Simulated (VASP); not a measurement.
# MgCd3Se4 (P-4m2) in VASP: further runs

The runs below take MgCd3Se4 through single point, with PBE.

Everything below comes from runs of VASP 6.6.1. Logs are shortened: lines on timing, memory, paths and dates and some standing lists are left out, and cuts for length are marked.

### 1 The cell of the first run

The structure is tetragonal, space group P-4m2 (No. 115). Conventional cell: a = 4.354 Å, b = 4.354 Å, c = 12.238 Å, α = 90.00°, β = 90.00°, γ = 90.00°. Mg (site symmetry -4m2) has 4 Se at 2.60 Å within 3.4 Å. Cd (site symmetry 2mm) has 4 Se at 2.68 Å within 3.5 Å. Cd (site symmetry -4m2) has 4 Se at 2.68 Å within 3.5 Å. Se (site symmetry 2mm) has 4 Cd at 2.68 Å within 3.5 Å. Within 3.4 Å of Se (site symmetry 2mm) lie 2 Mg at 2.60 Å and 2 Cd at 2.68 Å.

### 2 Single point, PBE

Contents of INCAR:

```
SYSTEM = MgCd3Se4
ALGO = Normal
EDIFF = 1E-6
ENCUT = 520
GGA = PE
ISIF = 2
ISMEAR = 0
LASPH = .TRUE.
LCHARG = .FALSE.
LREAL = .FALSE.
LWAVE = .FALSE.
NBANDS = 41
NELM = 60
PREC = Accurate
SIGMA = 0.02
```

Contents of KPOINTS:

```
k-points
0
G
  6 6 4
  0 0 0
```

Contents of POSCAR:

```
MgCd3Se4
1.0
    4.3539801388      0.0000000000      0.0000000000
    0.0000000000      4.3539801388      0.0000000000
    0.0000000000      0.0000000000     12.2377498633
Mg Cd Se
1 3 4
Direct
    0.5000000000      0.5000000000      0.5000000000
    0.0000000000      0.0000000000      0.7448596801
    0.5000000000      0.5000000000      0.0000000000
    0.0000000000      0.0000000000      0.2551403199
    0.5000000000      0.0000000000      0.1275267726
    0.0000000000      0.5000000000      0.3831927341
    0.5000000000      0.0000000000      0.6168072659
    0.0000000000      0.5000000000      0.8724732274
```

Potentials or basis: VASP PAW PBE potentials, release 64 (Mg, Cd, Se).

Started as:

```bash
$ cat potpaw_PBE.64/Mg/POTCAR potpaw_PBE.64/Cd/POTCAR potpaw_PBE.64/Se/POTCAR > POTCAR
$ mpirun -np 1 vasp_std > vasp.out
```

OUTCAR:

```text
SYSTEM = MgCd3Se4
   EDIFF = 1E-6
   ENCUT = 520
   GGA = PE
   ISIF = 2
   ISMEAR = 0
   LASPH = .TRUE.
   LREAL = .FALSE.
   NELM = 60
   PREC = Accurate

 ion  position               nearest neighbor table
   1  0.500  0.500  0.500-   6 2.60   7 2.60   7 2.60   6 2.60
   2  0.000  0.000  0.745-   8 2.68   8 2.68   7 2.68   7 2.68
   3  0.500  0.500  0.000-   5 2.68   8 2.68   5 2.68   8 2.68
   4  0.000  0.000  0.255-   5 2.68   5 2.68   6 2.68   6 2.68
   5  0.500  0.000  0.128-   3 2.68   3 2.68   4 2.68   4 2.68
   6  0.000  0.500  0.383-   1 2.60   1 2.60   4 2.68   4 2.68
   7  0.500  0.000  0.617-   1 2.60   1 2.60   2 2.68   2 2.68
   8  0.000  0.500  0.872-   3 2.68   3 2.68   2 2.68   2 2.68

  LATTYP: Found a simple tetragonal cell.
 ALAT       =     4.3539801388
 C/A-ratio  =     2.8107041082

  Lattice vectors:

 A1 = (   4.3539801388,   0.0000000000,   0.0000000000)
 A2 = (   0.0000000000,   4.3539801388,   0.0000000000)
 A3 = (   0.0000000000,   0.0000000000,  12.2377498633)

Analysis of symmetry for initial positions (statically):
=====================================================================
 Subroutine PRICEL returns:
 Original cell was already a primitive cell.

 Routine SETGRP: Setting up the symmetry group for a
 simple tetragonal supercell.

 Subroutine GETGRP returns: Found  8 space group operations
 (whereof  8 operations were pure point group operations)
 out of a pool of 16 trial point group operations.

The static configuration has the point symmetry D_2d.

Analysis of symmetry for dynamics (positions and initial velocities):
=====================================================================
 Subroutine PRICEL returns:
 Original cell was already a primitive cell.

 Routine SETGRP: Setting up the symmetry group for a
 simple tetragonal supercell.

 Subroutine GETGRP returns: Found  8 space group operations
 (whereof  8 operations were pure point group operations)
 out of a pool of 16 trial point group operations.

The dynamic configuration has the point symmetry D_2d.

 Subroutine INISYM returns: Found  8 space group operations
 (whereof  8 operations are pure point group operations),
 and found     1 'primitive' translations

----------------------------------------------------------------------------------------

                                     Primitive cell

  volume of cell :     231.9928

  direct lattice vectors                    reciprocal lattice vectors
     4.353980139  0.000000000  0.000000000     0.229674911  0.000000000  0.000000000
     0.000000000  4.353980139  0.000000000     0.000000000  0.229674911  0.000000000
     0.000000000  0.000000000 12.237749863     0.000000000  0.000000000  0.081714368

  length of vectors
     4.353980139  4.353980139 12.237749863     0.229674911  0.229674911  0.081714368

  position of ions in fractional coordinates (direct lattice)
     0.500000000  0.500000000  0.500000000
     0.000000000  0.000000000  0.744859680
     0.500000000  0.500000000  0.000000000
     0.000000000  0.000000000  0.255140320
     0.500000000  0.000000000  0.127526773
     0.000000000  0.500000000  0.383192734
     0.500000000  0.000000000  0.616807266
     0.000000000  0.500000000  0.872473227

  ion indices of the primitive-cell ions
   primitive index   ion index
                 1           1
                 2           2
                 3           3
                 4           4
                 5           5
                 6           6
                 7           7
                 8           8

----------------------------------------------------------------------------------------

 KPOINTS: k-points

Automatic generation of k-mesh.
 Grid dimensions read from file:
 generate k-points for:    6    6    4

 Generating k-lattice:

  Cartesian coordinates                     Fractional coordinates (reciprocal lattice)
     0.038279152  0.000000000  0.000000000     0.166666667  0.000000000  0.000000000
     0.000000000  0.038279152  0.000000000     0.000000000  0.166666667  0.000000000
     0.000000000  0.000000000  0.020428592     0.000000000  0.000000000  0.250000000

  Length of vectors
     0.038279152  0.038279152  0.020428592

  Shift w.r.t. Gamma in fractional coordinates (k-lattice)
     0.000000000  0.000000000  0.000000000

 Subroutine IBZKPT returns following result:
 ===========================================

 Found     30 irreducible k-points:

 Following reciprocal coordinates:
            Coordinates               Weight
  0.000000  0.000000  0.000000      1.000000
  0.166667  0.000000  0.000000      4.000000
  0.333333  0.000000  0.000000      4.000000
  0.500000  0.000000  0.000000      2.000000
  0.166667  0.166667  0.000000      4.000000
  0.333333  0.166667  0.000000      8.000000
[... 16 lines left out ...]
  0.333333  0.000000  0.500000      4.000000
  0.500000  0.000000  0.500000      2.000000
 [... further k-points ...]
   k-points           NKPTS =     30   k-points in BZ     NKDIM =     30   number of bands    NBANDS=     41
   number of dos      NEDOS =    301   number of ions     NIONS =      8
   total plane-waves  NPLWV =  98304
   dimension x,y,z NGX =    32 NGY =   32 NGZ =   96
   dimension x,y,z NGXF=    64 NGYF=   64 NGZF=  192
   ions per type =               1   3   4
   NGX,Y,Z   is equivalent  to a cutoff of  12.22, 12.22, 13.04 a.u.
   NGXF,Y,Z  is equivalent  to a cutoff of  24.44, 24.44, 26.08 a.u.
 SYSTEM =  MgCd3Se4
   PREC   = accura    normal or accurate (medium, high low for compatibility)
   ISTART =      0    job   : 0-new  1-cont  2-samecut
   ICHARG =      2    charge: 1-file 2-atom 10-const
   ISPIN  =      1    spin polarized calculation?
   LNONCOLLINEAR =      F non collinear calculations
   LSORBIT =      F    spin-orbit coupling
   LASPH  =      T    aspherical Exc in radial PAW
   ENCUT  =  520.0 eV  38.22 Ry    6.18 a.u.   8.10  8.10 22.75*2*pi/ulx,y,z
   NELM   =     60;   NELMIN=  2; NELMDL= -5     # of ELM steps
   EDIFF  = 0.1E-05   stopping-criterion for ELM
   LREAL  =      F    real-space projection
   EDIFFG = 0.1E-04   stopping-criterion for IOM
   NSW    =      0    number of steps for IOM
   IBRION =     -1    ionic relax: 0-MD 1-quasi-New 2-CG
   NFREE  =      0    steps in history (QN), initial steepest desc. (CG)
   ISIF   =      2    stress and relaxation
   ISYM   =      2    0-nonsym 1-usesym 2-fastsym
   POTIM  = 0.5000    time-step for ionic-motion
   TEBEG  =    0.0;   TEEND  =   0.0 temperature during run
   PSTRESS=    0.0 pullay stress
   NELECT =      62.0000    total number of electrons
   NUPDOWN=      -1.0000    fix difference up-down
   EMIN   =  10.00;   EMAX   =-10.00  energy-range for DOS
   EFERMI =   0.00;   METHOD = LEGACY
   ISMEAR =     0;   SIGMA  =   0.02  broadening in eV -4-tet -1-fermi 0-gaus
   EFERMI_NEDOS =   21; number of points for ismear=-14 and -15
   IALGO  =     38    algorithm
   IMIX   =      4    mixing-type and parameters
     AMIX     =   0.40;   BMIX     =  1.00
     AMIX_MAG =   1.60;   BMIX_MAG =  1.00
  volume/ion in A,a.u.               =      29.00       195.70
  Fermi-wavevector in a.u.,A,eV,Ry     =   1.054502  1.992719 15.129320  1.111974
  Thomas-Fermi vector in A             =   2.189664
   LORBIT       =      0    0 simple, 1 ext, 2 COOP (PROOUT), +10 PAW based schemes
   GGA     = PE    functional components
   LHFCALC =     F    Hartree Fock is set to
   AEXX    =    0.0000 exact exchange contribution
   IVDW    =     0    specifies the selected vdW correction
   LEPSILON=     F    determine dielectric tensor
   LRPA    =     F    only Hartree local field effects (RPA)
 non-spin polarized calculation
 Gauss-broadening in eV      SIGMA  =   0.02
  energy-cutoff  :      520.00
  volume of cell :      231.99
 maximum number of plane-waves:      6296
   NGX = 17   NGY = 17   NGZ = 45

 number of electron      61.9999972 magnetization

 Free energy of the ion-electron system (eV)
  ---------------------------------------------------
  ext. energy  EPLUGINS =         0.00000000
  ---------------------------------------------------
  free energy    TOTEN  =       -23.99878889 eV

  energy without entropy =      -23.99878889  energy(sigma->0) =      -23.99878889

 E-fermi :   0.6613     XC(G=0):  -8.5158

 val. band max:        0.5650736853   @ k =   0.0000   0.0000   0.0000
 cond. band min:       1.4801967502   @ k =   0.0000   0.0000   0.0000
 fundamental gap:      0.9151230649
 Fermi energy:         0.6613046338

 k-point     1 :       0.0000    0.0000    0.0000
  band No.  band energies     occupation
      1     -11.5973      2.00000
      2     -11.3612      2.00000
      3     -11.3571      2.00000
      4     -11.0430      2.00000
      5      -7.0606      2.00000
      6      -7.0606      2.00000
[... 33 lines left out ...]
     40       6.7087      0.00000
     41       6.7368      0.00000

 k-point     2 :       0.1667    0.0000    0.0000
  band No.  band energies     occupation
      1     -11.5394      2.00000
      2     -11.3332      2.00000
      3     -11.3237      2.00000
      4     -11.0428      2.00000
      5      -7.0507      2.00000
      6      -7.0387      2.00000
[... 33 lines left out ...]
     40       6.8624      0.00000
     41       7.0610      0.00000

 k-point     3 :       0.3333    0.0000    0.0000
  band No.  band energies     occupation
      1     -11.4072      2.00000
      2     -11.2926      2.00000
      3     -11.2337      2.00000
      4     -11.0618      2.00000
      5      -7.0253      2.00000
      6      -7.0217      2.00000
[... 33 lines left out ...]
     40       7.1538      0.00000
     41       7.1618      0.00000

 k-point     4 :       0.5000    0.0000    0.0000
  band No.  band energies     occupation
      1     -11.3040      2.00000
      2     -11.3039      2.00000
      3     -11.1436      2.00000
      4     -11.1195      2.00000
      5      -7.0056      2.00000
      6      -7.0034      2.00000
[... 825 lines left out ...]
     40       7.0344      0.00000
     41       7.0453      0.00000

 k-point    23 :       0.3333    0.0000    0.5000
  band No.  band energies     occupation
      1     -11.3957      2.00000
      2     -11.3238      2.00000
      3     -11.2103      2.00000
      4     -11.0655      2.00000
      5      -7.0260      2.00000
      6      -7.0208      2.00000
[... 33 lines left out ...]
     40       7.0050      0.00000
     41       7.2520      0.00000

 k-point    24 :       0.5000    0.0000    0.5000
  band No.  band energies     occupation
      1     -11.3040      2.00000
      2     -11.3039      2.00000
      3     -11.1436      2.00000
      4     -11.1196      2.00000
      5      -7.0067      2.00000
      6      -7.0027      2.00000
[... 33 lines left out ...]
     40       7.0658      0.00000
     41       7.3499      0.00000

 [... further k-points ...]
[... 5 lines left out ...]
  --------------------------------------------------------------------------------------
  -------------------------------------------------------------------------------------
  Total        0.2656176      0.2656176      0.2978860      0.0000000      0.0000000      0.0000000
  in kB        1.8343957      1.8343957      2.0572458      0.0000000      0.0000000      0.0000000
  external PRESSURE =       1.9086791 kB  Pullay stress =       0.0000000 kB

 VOLUME and BASIS-vectors are now :
 -----------------------------------------------------------------------------
  energy-cutoff  :      520.00
  volume of cell :      231.99
      direct lattice vectors                 reciprocal lattice vectors
     4.353980139  0.000000000  0.000000000     0.229674911  0.000000000  0.000000000
     0.000000000  4.353980139  0.000000000     0.000000000  0.229674911  0.000000000
     0.000000000  0.000000000 12.237749863     0.000000000  0.000000000  0.081714368

 POSITION                                       TOTAL-FORCE (eV/Angst)
 -----------------------------------------------------------------------------------
      2.17699      2.17699      6.11887         0.000000      0.000000      0.000000
      0.00000      0.00000      9.11541         0.000000      0.000000      0.000305
      2.17699      2.17699      0.00000         0.000000     -0.000000      0.000000
      0.00000      0.00000      3.12234         0.000000      0.000000     -0.000305
      2.17699      0.00000      1.56064         0.000000      0.000000      0.000935
      0.00000      2.17699      4.68942         0.000000      0.000000      0.033760
      2.17699      0.00000      7.54833         0.000000      0.000000     -0.033760
      0.00000      2.17699     10.67711         0.000000      0.000000     -0.000935
 -----------------------------------------------------------------------------------
    total drift:                                0.000000     -0.000000      0.000000

  FREE ENERGIE OF THE ION-ELECTRON SYSTEM (eV)
  ---------------------------------------------------
  free  energy   TOTEN  =       -23.9987888855 eV

  energy  without entropy=      -23.9987888855  energy(sigma->0) =      -23.99878889
```

Run time: 2 min. Hardware: 1 thread of Intel Xeon 6975P-C (Granite Rapids), shared host; peak memory 0.46 GiB.

What came out:

```
Free energy            : -23.9988 eV
Pressure               : 0.2 GPa
Largest force          : 0.034 eV/Å
Band gap on the k mesh : 0.92 eV, direct
```

Forces in eV/Å, atoms in the order of the input:
```
Mg   0.000  0.000  0.000
Cd   0.000  0.000  0.000
Cd   0.000  0.000  0.000
Cd   0.000  0.000  0.000
Se   0.000  0.000  0.001
Se   0.000  0.000  0.034
Se   0.000  0.000 -0.034
Se   0.000  0.000 -0.001
```

Levels at points of the mesh, in eV from the valence-band top:
| k point | band 28 | band 29 | band 30 | band 31 | band 32 | band 33 | band 34 | band 35 |
| --- | --- | --- | --- | --- | --- | --- | --- | --- |
| (0.00, 0.00, 0.00) | -0.79 | -0.05 | 0.00 | 0.00 | 0.92 | 3.21 | 3.50 | 3.52 |
| (0.50, 0.00, 0.00) | -0.62 | -0.57 | -0.54 | -0.53 | 2.45 | 2.81 | 3.81 | 4.40 |
| (0.50, 0.50, 0.00) | -1.59 | -1.55 | -1.55 | -1.53 | 3.25 | 3.25 | 3.56 | 4.09 |
| (0.00, 0.00, 0.50) | -0.44 | -0.44 | -0.16 | -0.16 | 1.93 | 2.31 | 3.55 | 3.58 |
| (0.50, 0.00, 0.50) | -0.99 | -0.62 | -0.54 | -0.54 | 3.07 | 3.07 | 3.15 | 4.06 |
| (0.50, 0.50, 0.50) | -1.74 | -1.70 | -1.69 | -1.69 | 3.85 | 3.85 | 4.02 | 4.07 |

A k mesh can miss the band edges. As with any semilocal functional, this PBE gap is likely too small.

### 3 Single point, PBE

Contents of INCAR:

```
SYSTEM = MgCd3Se4
PREC = Accurate ; ENCUT = 520
EDIFF = 1E-7 ; ISMEAR = 0
SIGMA = 0.01 ; LREAL = .FALSE.
LASPH = .TRUE. ; NELM = 80
ALGO = Normal ; ISIF = 2
LWAVE = .FALSE. ; LCHARG = .TRUE.
GGA = PE ; LELF = .TRUE.
LVHAR = .TRUE. ; NBANDS = 41
```

Contents of KPOINTS:

```
regular mesh
0
G
  6 6 4
  0 0 0
```

Contents of POSCAR:

```
MgCd3Se4
1.0
    4.3535941951      0.0000000000      0.0000000000
    0.0000000000      4.3535941951      0.0000000000
    0.0000000000      0.0000000000     12.2429919521
Mg Cd Se
1 3 4
Direct
    0.5000000000      0.5000000000      0.5000000000
    0.0000000000      0.0000000000      0.7448861900
    0.5000000000      0.5000000000      0.0000000000
    0.0000000000      0.0000000000      0.2551138100
    0.5000000000      0.0000000000      0.1275309519
    0.0000000000      0.5000000000      0.3831663215
    0.5000000000      0.0000000000      0.6168336785
    0.0000000000      0.5000000000      0.8724690481
```

Potentials or basis: VASP PAW PBE potentials, release 64 (Mg, Cd, Se).

Started as:

```bash
$ cat potpaw_PBE.64/Mg/POTCAR potpaw_PBE.64/Cd/POTCAR potpaw_PBE.64/Se/POTCAR > POTCAR
$ mpirun -np 1 vasp_std > vasp.out
```

Run time: 2 min. Hardware: 1 thread of Intel Xeon 6975P-C (Granite Rapids), shared host; peak memory 0.46 GiB.

It converged, with:

* Free energy: -23.9988 eV
* Pressure: 0.2 GPa
* Largest force: 0.034 eV/Å
* Band gap on the k mesh: 0.91 eV, direct

Forces on the atoms (eV/Å):
```
Mg   0.000  0.000  0.000
Cd   0.000  0.000 -0.001
Cd   0.000  0.000  0.000
Cd   0.000  0.000  0.001
Se   0.000  0.000 -0.001
Se   0.000  0.000  0.034
Se   0.000  0.000 -0.034
Se   0.000  0.000  0.001
```

Levels at points of the mesh, in eV from the valence-band top:
| k point | band 28 | band 29 | band 30 | band 31 | band 32 | band 33 | band 34 | band 35 |
| --- | --- | --- | --- | --- | --- | --- | --- | --- |
| (0.00, 0.00, 0.00) | -0.79 | -0.06 | 0.00 | 0.00 | 0.91 | 3.21 | 3.50 | 3.52 |
| (0.50, 0.00, 0.00) | -0.62 | -0.57 | -0.54 | -0.53 | 2.45 | 2.81 | 3.81 | 4.40 |
| (0.50, 0.50, 0.00) | -1.59 | -1.55 | -1.55 | -1.53 | 3.25 | 3.25 | 3.56 | 4.09 |
| (0.00, 0.00, 0.50) | -0.43 | -0.43 | -0.16 | -0.16 | 1.93 | 2.31 | 3.55 | 3.58 |
| (0.50, 0.00, 0.50) | -0.98 | -0.61 | -0.54 | -0.54 | 3.07 | 3.07 | 3.15 | 4.06 |
| (0.50, 0.50, 0.50) | -1.74 | -1.70 | -1.69 | -1.69 | 3.85 | 3.85 | 4.01 | 4.07 |

A k mesh can miss the band edges. Expect the measured gap to be larger: semilocal functionals such as PBE lack the derivative discontinuity.

### 4 Single point, PBE (volume scaled by 1.03, then relaxed in part)

Contents of INCAR:

```
SYSTEM = MgCd3Se4
PREC = Accurate ; ENCUT = 520
EDIFF = 1E-6 ; ISMEAR = 0
SIGMA = 0.02 ; LREAL = .False.
LASPH = .True. ; NELM = 80
ALGO = Normal ; ISIF = 2
LWAVE = .False. ; LCHARG = .False.
GGA = PE ; NBANDS = 41
```

Contents of KPOINTS:

```
Automatic mesh
0
Gamma
  6 6 4
  0 0 0
```

Contents of POSCAR:

```
MgCd3Se4
1.0
    4.3956046558      0.0000000000      0.0000000000
    0.0000000000      4.3956046558      0.0000000000
    0.0000000000      0.0000000000     12.3672868657
Mg Cd Se
1 3 4
Direct
    0.5000000000      0.5000000000      0.5000000000
    0.0000000000      0.0000000000      0.7452671700
    0.5000000000      0.5000000000      0.0000000000
    0.0000000000      0.0000000000      0.2547328300
    0.5000000000      0.0000000000      0.1273603699
    0.0000000000      0.5000000000      0.3826276472
    0.5000000000      0.0000000000      0.6173723528
    0.0000000000      0.5000000000      0.8726396301
```

Started as:

```bash
$ cat potpaw_PBE.64/Mg/POTCAR potpaw_PBE.64/Cd/POTCAR potpaw_PBE.64/Se/POTCAR > POTCAR
$ mpirun -np 1 vasp_std > vasp.out
```

It took 2.4 min on 1 thread of Intel Xeon 6975P-C (Granite Rapids), shared host; peak memory 0.5 GiB.

The run converged. Its results:

- Free energy: -23.9785 eV
- Pressure: -1.1 GPa
- Largest force: 0.041 eV/Å
- Band gap on the k mesh: 0.84 eV, direct

Forces on the atoms (eV/Å):
```
Mg   0.000  0.000  0.000
Cd   0.000  0.000 -0.003
Cd   0.000  0.000  0.000
Cd   0.000  0.000  0.003
Se   0.000  0.000 -0.002
Se   0.000  0.000  0.041
Se   0.000  0.000 -0.041
Se   0.000  0.000  0.002
```

Levels at points of the mesh, in eV from the valence-band top:
```
           k point  band 29  band 30  band 31  band 32  band 33  band 34
(0.00, 0.00, 0.00)    -0.05     0.00     0.00     0.84     3.20     3.44
(0.50, 0.00, 0.00)    -0.54    -0.51    -0.51     2.40     2.75     3.71
(0.50, 0.50, 0.00)    -1.47    -1.47    -1.45     3.29     3.29     3.53
(0.00, 0.00, 0.50)    -0.41    -0.16    -0.16     1.86     2.22     3.57
(0.50, 0.00, 0.50)    -0.58    -0.51    -0.51     3.00     3.00     3.07
(0.50, 0.50, 0.50)    -1.62    -1.61    -1.61     3.87     3.87     3.96
```

(Part 1 of 2 ends here.)
